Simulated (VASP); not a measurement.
Input of a VASP 6.6.1 run:

INCAR

```
ALGO = Normal ; EDIFF = 1E-6
ENCUT = 520 ; GGA = PE
ISIF = 2 ; ISMEAR = -1
IVDW = 12 ; LASPH = True
LCHARG = False ; LREAL = Auto
LWAVE = False ; NBANDS = 89
NELM = 60 ; PREC = Accurate
SIGMA = 0.05
```

The input KPOINTS:

```
k-points
0
Gamma
  1 1 1
```

POSCAR

```
H8C5S3O3
1.0
    9.0856030000      0.0000000000      0.0000000000
    0.0000000000      9.0856030000      0.0000000000
    0.0000000000      0.0000000000      9.0856030000
C H O S
10 16 6 6
Direct
    0.6159525130      0.8114926439      0.0161134049
    0.2352072834      0.3265055715      0.7038938417
    0.1535065972      0.8137819801      0.2611824444
    0.9372960716      0.1331887383      0.3636192336
    0.8857639939      0.4779429610      0.9511641660
    0.0319186299     -0.0015959315      0.8234676334
    0.2935193184      0.7091439060      0.7651225791
    0.8905407819      0.6517894299      0.5318194070
    0.5855527696      0.1935479681      0.8981572274
    0.5043253596      0.4708218046      0.3370717387
    0.6747268178      0.9013270776     -0.0260742187
    0.6157103717      0.7992755131      0.1325173464
    0.6649200939      0.7199742274     -0.0433873239
    0.5020030041      0.8175021515     -0.0172800859
    0.3190762352      0.3701020174      0.7798932003
    0.1301399588      0.3690894264      0.7325985958
    0.2273266838      0.2057761053      0.7071297304
    0.2669057849      0.3603173064      0.5899443328
    0.1565333638      0.8018290035      0.3796115679
    0.0466011997      0.7852423224      0.2210750349
    0.2462357204      0.7597294313      0.2049286107
    0.1600444131      0.9354359859      0.2499889110
    0.8321406956      0.1140155475      0.2920004319
    1.0279119614      0.1488288669      0.2874657852
    0.9662319606      0.0353856535      0.4204454014
    0.9187502470      0.2351522513      0.4310115685
    0.8601190257      0.4397616757      0.8283434792
    0.0607664676     -0.0089152035      0.6991170537
    0.3742624458      0.7165512295      0.6664499869
    0.9839633099      0.5714645467      0.5212752527
    0.6308882305      0.1675287815      0.7826227934
    0.4203243307      0.5263712271      0.2658711810
    0.9100001398      0.5107421048      1.1197715771
    0.0024874519      0.0293761460      0.9858123891
    0.1850730216      0.7024960259      0.8981462210
    0.7605108874      0.7561413370      0.5618999642
    0.5568920412      0.2517719517      1.0588950453
    0.6172182518      0.3802609469      0.4310886135
```

Potentials or basis: VASP PAW PBE potentials, release 64 (C, H, O, S).

The run is started by

```sh
$ cat potpaw_PBE.64/C/POTCAR potpaw_PBE.64/H/POTCAR potpaw_PBE.64/O/POTCAR potpaw_PBE.64/S/POTCAR > POTCAR
$ mpirun -np 1 vasp_gam > vasp.out
```

Problem. What does it give for the dispersion energy per atom?

Solution. -0.052 eV.

Problem. Predict the pressure.

Solution. 1.8 GPa.

Problem. Predict the band gap on the k mesh.

Solution. 4.57 eV.

Problem. What does it give for the largest force?

Solution. 6.383 eV/Å.

Stress tensor (GPa, compression positive):
```
 2.05 -1.49 -0.27
-1.49  1.53 -0.63
-0.27 -0.63  1.71
```

Caveat: the k points lie up to 0.69 Å⁻¹ apart.
